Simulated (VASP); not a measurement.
# Ge3Pd (Pm-3m) in VASP: single point with LDA

Aim: the single point of Ge3Pd with LDA.

Everything below comes from runs of VASP 6.6.1. Logs are shortened: lines on timing, memory, paths and dates and some standing lists are left out, and cuts for length are marked.

## (1) The cell of the first run

Symmetry: Pm-3m, No. 221, cubic system. The conventional cell has a = 4.142 Å, b = 4.142 Å, c = 4.142 Å, α = 90.00°, β = 90.00°, γ = 90.00°. Ge (site symmetry 4/mmm) has 8 Ge at 2.93 Å and 4 Pd at 2.93 Å within 3.9 Å. Pd (site symmetry m-3m) has 12 Ge at 2.93 Å within 3.9 Å.

## (2) Single point, LDA

The input, INCAR:

```
PREC = Accurate
ENCUT = 520
EDIFF = 1E-6
ISMEAR = -1
SIGMA = 0.02
LREAL = False
LASPH = True
NELM = 100
ALGO = Normal
ISIF = 2
LWAVE = False
LCHARG = False
NBANDS = 34
```

The input, KPOINTS:

```
regular mesh
0
Gamma
  6 6 6
```

The input, POSCAR:

```
Ge3Pd
1.0
    4.1420200000      0.0000000000      0.0000000000
    0.0000000000      4.1420200000      0.0000000000
    0.0000000000      0.0000000000      4.1420200000
Ge Pd
3 1
Direct
    0.0000000000      0.5000000000      0.5000000000
    0.5000000000      0.0000000000      0.5000000000
    0.5000000000      0.5000000000      0.0000000000
    0.0000000000      0.0000000000      0.0000000000
```

Potentials or basis: VASP PAW LDA potentials, release 64 (Ge_d, Pd).

Run with:

```
> cat potpaw_LDA.64/Ge_d/POTCAR potpaw_LDA.64/Pd/POTCAR > POTCAR
> mpirun -np 1 vasp_std > vasp.out
```

OUTCAR:

```text
PREC = Accurate
   ENCUT = 520
   EDIFF = 1E-6
   ISMEAR = -1
   LREAL = False
   LASPH = True
   NELM = 100
   ISIF = 2

 ion  position               nearest neighbor table
   1  0.000  0.500  0.500-   4 2.93   4 2.93   4 2.93   4 2.93
   2  0.500  0.000  0.500-   4 2.93   4 2.93   4 2.93   4 2.93
   3  0.500  0.500  0.000-   4 2.93   4 2.93   4 2.93   4 2.93
   4  0.000  0.000  0.000-   1 2.93   2 2.93   3 2.93   1 2.93   2 2.93   1 2.93   3 2.93   1 2.93
                             2 2.93   3 2.93   2 2.93   3 2.93

  LATTYP: Found a simple cubic cell.
 ALAT       =     4.1420200000

  Lattice vectors:

 A1 = (   4.1420200000,   0.0000000000,   0.0000000000)
 A2 = (   0.0000000000,   4.1420200000,   0.0000000000)
 A3 = (   0.0000000000,   0.0000000000,   4.1420200000)

Analysis of symmetry for initial positions (statically):
=====================================================================
 Subroutine PRICEL returns:
 Original cell was already a primitive cell.

 Routine SETGRP: Setting up the symmetry group for a
 simple cubic supercell.

 Subroutine GETGRP returns: Found 48 space group operations
 (whereof 48 operations were pure point group operations)
 out of a pool of 48 trial point group operations.

The static configuration has the point symmetry O_h .

Analysis of symmetry for dynamics (positions and initial velocities):
=====================================================================
 Subroutine PRICEL returns:
 Original cell was already a primitive cell.

 Routine SETGRP: Setting up the symmetry group for a
 simple cubic supercell.

 Subroutine GETGRP returns: Found 48 space group operations
 (whereof 48 operations were pure point group operations)
 out of a pool of 48 trial point group operations.

The dynamic configuration has the point symmetry O_h .

 Subroutine INISYM returns: Found 48 space group operations
 (whereof 48 operations are pure point group operations),
 and found     1 'primitive' translations

----------------------------------------------------------------------------------------

                                     Primitive cell

  volume of cell :      71.0619

  direct lattice vectors                    reciprocal lattice vectors
     4.142020000  0.000000000  0.000000000     0.241428095  0.000000000  0.000000000
     0.000000000  4.142020000  0.000000000     0.000000000  0.241428095  0.000000000
     0.000000000  0.000000000  4.142020000     0.000000000  0.000000000  0.241428095

  length of vectors
     4.142020000  4.142020000  4.142020000     0.241428095  0.241428095  0.241428095

  position of ions in fractional coordinates (direct lattice)
     0.000000000  0.500000000  0.500000000
     0.500000000  0.000000000  0.500000000
     0.500000000  0.500000000  0.000000000
     0.000000000  0.000000000  0.000000000

  ion indices of the primitive-cell ions
   primitive index   ion index
                 1           1
                 2           2
                 3           3
                 4           4

----------------------------------------------------------------------------------------

 KPOINTS: regular mesh

Automatic generation of k-mesh.
 Grid dimensions read from file:
 generate k-points for:    6    6    6

 Generating k-lattice:

  Cartesian coordinates                     Fractional coordinates (reciprocal lattice)
     0.040238016  0.000000000  0.000000000     0.166666667  0.000000000  0.000000000
     0.000000000  0.040238016  0.000000000     0.000000000  0.166666667  0.000000000
     0.000000000  0.000000000  0.040238016     0.000000000  0.000000000  0.166666667

  Length of vectors
     0.040238016  0.040238016  0.040238016

  Shift w.r.t. Gamma in fractional coordinates (k-lattice)
     0.000000000  0.000000000  0.000000000

 Subroutine IBZKPT returns following result:
 ===========================================

 Found     20 irreducible k-points:

 Following reciprocal coordinates:
            Coordinates               Weight
  0.000000  0.000000  0.000000      1.000000
  0.166667  0.000000  0.000000      6.000000
  0.333333  0.000000  0.000000      6.000000
  0.500000  0.000000  0.000000      3.000000
  0.166667  0.166667  0.000000     12.000000
  0.333333  0.166667  0.000000     24.000000
[... 12 lines left out ...]
  0.500000  0.500000  0.333333      6.000000
  0.500000  0.500000  0.500000      1.000000
   k-points           NKPTS =     20   k-points in BZ     NKDIM =     20   number of bands    NBANDS=     34
   number of dos      NEDOS =    301   number of ions     NIONS =      4
   total plane-waves  NPLWV =  32768
   dimension x,y,z NGX =    32 NGY =   32 NGZ =   32
   dimension x,y,z NGXF=    64 NGYF=   64 NGZF=   64
   ions per type =               3   1
   NGX,Y,Z   is equivalent  to a cutoff of  12.84, 12.84, 12.84 a.u.
   NGXF,Y,Z  is equivalent  to a cutoff of  25.69, 25.69, 25.69 a.u.
 SYSTEM =  unknown system
   PREC   = accura    normal or accurate (medium, high low for compatibility)
   ISTART =      0    job   : 0-new  1-cont  2-samecut
   ICHARG =      2    charge: 1-file 2-atom 10-const
   ISPIN  =      1    spin polarized calculation?
   LNONCOLLINEAR =      F non collinear calculations
   LSORBIT =      F    spin-orbit coupling
   LASPH  =      T    aspherical Exc in radial PAW
   ENCUT  =  520.0 eV  38.22 Ry    6.18 a.u.   7.70  7.70  7.70*2*pi/ulx,y,z
   NELM   =    100;   NELMIN=  2; NELMDL= -5     # of ELM steps
   EDIFF  = 0.1E-05   stopping-criterion for ELM
   LREAL  =      F    real-space projection
   EDIFFG = 0.1E-04   stopping-criterion for IOM
   NSW    =      0    number of steps for IOM
   IBRION =     -1    ionic relax: 0-MD 1-quasi-New 2-CG
   NFREE  =      0    steps in history (QN), initial steepest desc. (CG)
   ISIF   =      2    stress and relaxation
   ISYM   =      2    0-nonsym 1-usesym 2-fastsym
   POTIM  = 0.5000    time-step for ionic-motion
   TEBEG  =    0.0;   TEEND  =   0.0 temperature during run
   PSTRESS=    0.0 pullay stress
   NELECT =      52.0000    total number of electrons
   NUPDOWN=      -1.0000    fix difference up-down
   EMIN   =  10.00;   EMAX   =-10.00  energy-range for DOS
   EFERMI =   0.00;   METHOD = LEGACY
   ISMEAR =    -1;   SIGMA  =   0.02  broadening in eV -4-tet -1-fermi 0-gaus
   EFERMI_NEDOS =   21; number of points for ismear=-14 and -15
   IALGO  =     38    algorithm
   IMIX   =      4    mixing-type and parameters
     AMIX     =   0.40;   BMIX     =  1.00
     AMIX_MAG =   1.60;   BMIX_MAG =  1.00
  volume/ion in A,a.u.               =      17.77       119.89
  Fermi-wavevector in a.u.,A,eV,Ry     =   1.475244  2.787806 29.610955  2.176344
  Thomas-Fermi vector in A             =   2.589917
   LORBIT       =      0    0 simple, 1 ext, 2 COOP (PROOUT), +10 PAW based schemes
   GGA     = CA    functional components
   LHFCALC =     F    Hartree Fock is set to
   AEXX    =    0.0000 exact exchange contribution
   IVDW    =     0    specifies the selected vdW correction
   LEPSILON=     F    determine dielectric tensor
   LRPA    =     F    only Hartree local field effects (RPA)
 non-spin polarized calculation
  energy-cutoff  :      520.00
  volume of cell :       71.06
 maximum number of plane-waves:      1936
 NGX is ok and might be reduce to    32
   NGX = 15   NGY = 15   NGZ = 15

 number of electron      52.0000056 magnetization

 Free energy of the ion-electron system (eV)
  ---------------------------------------------------
  ext. energy  EPLUGINS =         0.00000000
  ---------------------------------------------------
  free energy    TOTEN  =       -21.67437380 eV

  energy without entropy =      -21.66853197  energy(sigma->0) =      -21.67145289

 E-fermi :   7.2755     XC(G=0): -12.0051

 val. band max:        7.2739346317   @ k =   0.5000   0.1667   0.0000
 cond. band min:       7.2872933882   @ k =   0.3333   0.1667   0.0000
 fundamental gap:      0.0133587565
 Fermi energy:         7.2754634060

 k-point     1 :       0.0000    0.0000    0.0000
  band No.  band energies     occupation
      1     -17.5575      2.00000
      2     -17.5575      2.00000
      3     -17.5575      2.00000
      4     -17.5488      2.00000
      5     -17.4869      2.00000
      6     -17.4869      2.00000
[... 26 lines left out ...]
     33      12.8185      0.00000
     34      16.3783      0.00000

 k-point     2 :       0.1667    0.0000    0.0000
  band No.  band energies     occupation
      1     -17.5561      2.00000
      2     -17.5468      2.00000
      3     -17.5468      2.00000
      4     -17.5417      2.00000
      5     -17.4859      2.00000
      6     -17.4807      2.00000
[... 26 lines left out ...]
     33      12.2443      0.00000
     34      16.3715      0.00000

 k-point     3 :       0.3333    0.0000    0.0000
  band No.  band energies     occupation
      1     -17.5531      2.00000
      2     -17.5240      2.00000
      3     -17.5173      2.00000
      4     -17.5173      2.00000
      5     -17.4836      2.00000
      6     -17.4651      2.00000
[... 26 lines left out ...]
     33      12.5643      0.00000
     34      16.3562      0.00000

 k-point     4 :       0.5000    0.0000    0.0000
  band No.  band energies     occupation
      1     -17.5515      2.00000
      2     -17.5111      2.00000
      3     -17.4813      2.00000
      4     -17.4813      2.00000
      5     -17.4811      2.00000
      6     -17.4714      2.00000
[... 26 lines left out ...]
     33      14.7749      0.00000
     34      15.4380      0.00000

 k-point     5 :       0.1667    0.1667    0.0000
  band No.  band energies     occupation
      1     -17.5483      2.00000
      2     -17.5426      2.00000
      3     -17.5420      2.00000
      4     -17.5319      2.00000
      5     -17.4827      2.00000
      6     -17.4765      2.00000
[... 473 lines left out ...]
 k-point    18 :       0.5000    0.3333    0.3333
  band No.  band energies     occupation
      1     -17.5213      2.00000
      2     -17.5106      2.00000
      3     -17.5045      2.00000
      4     -17.5026      2.00000
      5     -17.4987      2.00000
      6     -17.4870      2.00000
[... 26 lines left out ...]
     33      14.1421      0.00000
     34      17.8087      0.00000

 k-point    19 :       0.5000    0.5000    0.3333
  band No.  band energies     occupation
      1     -17.5149      2.00000
      2     -17.5149      2.00000
      3     -17.5143      2.00000
      4     -17.4997      2.00000
      5     -17.4997      2.00000
      6     -17.4949      2.00000
[... 26 lines left out ...]
     33      14.8305      0.00000
     34      18.8813      0.00000

 k-point    20 :       0.5000    0.5000    0.5000
  band No.  band energies     occupation
      1     -17.5186      2.00000
      2     -17.5186      2.00000
      3     -17.5186      2.00000
      4     -17.5022      2.00000
      5     -17.5022      2.00000
      6     -17.5022      2.00000
[... 26 lines left out ...]
     33      14.7254      0.00000
     34      20.4252      0.00000

------------------------ aborting loop because EDIFF is reached ----------------------------------------

  FORCE on cell =-STRESS in cart. coord.  units (eV):
  Direction    XX          YY          ZZ          XY          YZ          ZX
  --------------------------------------------------------------------------------------
  -------------------------------------------------------------------------------------
  Total       -2.8462020     -2.8462020     -2.8462020      0.0000000     -0.0000000      0.0000000
  in kB      -64.1711359    -64.1711359    -64.1711359      0.0000000     -0.0000000      0.0000000
  external PRESSURE =     -64.1711359 kB  Pullay stress =       0.0000000 kB

 VOLUME and BASIS-vectors are now :
 -----------------------------------------------------------------------------
  energy-cutoff  :      520.00
  volume of cell :       71.06
      direct lattice vectors                 reciprocal lattice vectors
     4.142020000  0.000000000  0.000000000     0.241428095  0.000000000  0.000000000
     0.000000000  4.142020000  0.000000000     0.000000000  0.241428095  0.000000000
     0.000000000  0.000000000  4.142020000     0.000000000  0.000000000  0.241428095

 POSITION                                       TOTAL-FORCE (eV/Angst)
 -----------------------------------------------------------------------------------
      0.00000      2.07101      2.07101         0.000000      0.000000      0.000000
      2.07101      0.00000      2.07101         0.000000      0.000000      0.000000
      2.07101      2.07101      0.00000         0.000000      0.000000      0.000000
      0.00000      0.00000      0.00000         0.000000      0.000000      0.000000
 -----------------------------------------------------------------------------------
    total drift:                                0.000000     -0.000000     -0.000000

  FREE ENERGIE OF THE ION-ELECTRON SYSTEM (eV)
  ---------------------------------------------------
  free  energy   TOTEN  =       -21.6743738041 eV

  energy  without entropy=      -21.6685319663  energy(sigma->0) =      -21.67145289
```

Run time: 27 s. Hardware: 1 thread of Intel Xeon 6975P-C, shared host; peak memory 0.18 GiB.

Results:

```
Free energy            : -21.6744 eV
Pressure               : -6.4 GPa
Band gap on the k mesh : zero (band 26 reaches 7.38 eV, above the bottom of band 27 at 5.68 eV)
```
